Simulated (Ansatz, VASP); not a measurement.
## SiC in VASP and in Ansatz

INCAR

```
SYSTEM = SiC
PREC = Accurate ; ENCUT = 520
EDIFF = 1E-7 ; ISMEAR = 0
SIGMA = 0.05 ; LREAL = .FALSE.
LASPH = .TRUE. ; NELM = 60
ALGO = Normal ; ISIF = 2
LWAVE = .FALSE. ; LCHARG = .FALSE.
GGA = PE ; NBANDS = 11
```

The input KPOINTS:

```
Automatic mesh
0
G
  10 10 10
  0 0 0
```

The input POSCAR:

```
SiC
1.0
    0.0164239807      2.1898640927      2.1898640927
    2.2062880734      0.0000000000      2.2062880734
    2.1898640927      2.1898640927      0.0164239807
Si C
1 1
Direct
    0.0000000000      0.0000000000      0.0000000000
    0.7500000000      0.7500000000      0.7500000000
```

Input for Ansatz:

```yaml
crystal:
  lattice:
    - [0.0164239807, 2.1898640927, 2.1898640927]
    - [2.2062880734, 0.0, 2.2062880734]
    - [2.1898640927, 2.1898640927, 0.0164239807]
  atoms:
    - { symbol: Si, position: [0.0, 0.0, 0.0] }
    - { symbol: C, position: [0.75, 0.75, 0.75] }
basis:
  ecutwfc: 420
kpoints:
  mp_grid: { grid: [10, 10, 10] }
hamiltonian:
  xc: pbe
scf:
  occupations: { method: gaussian, width: 0.05 }
output:
  forces: true
  stress: true
  eigenvalues: true
```

Change from the starting cell: strain +0.0150 x Voigt [0, 0, 0, 0, 1, 0], atoms carried along.

Alike in both runs: task single point; functional PBE; k mesh 10 × 10 × 10; occupations gaussian, width 0.05 eV; no spin polarisation.

|  | VASP | Ansatz |
| --- | --- | --- |
| version | VASP 6.6.1 | Ansatz 0.2.0 |
| potentials or method | VASP PAW PBE potentials, release 64 (Si, C), cutoff 520 eV | scalar-relativistic, plane waves, PAW |
| valence electrons in the cell | 8 | 8 |

|  | VASP | Ansatz | Ansatz less VASP |
| --- | --- | --- | --- |
| gap on the k mesh at the Fermi level (eV) | 1.32 | 1.32 | +0.003 |
| least direct gap on the mesh (eV) | 4.40 | 4.41 | +0.003 |
| pressure (GPa) | 0.0 | 0.1 | +0.05 |
| traceless stress, the component that is largest in VASP (GPa) | -3.96 | -3.94 | +0.017 |
| rms of the force components (eV/Å) | 0.065 | 0.066 | +0.0001 |

Atom by atom the forces differ by 0.000 eV/Å (rms over components).
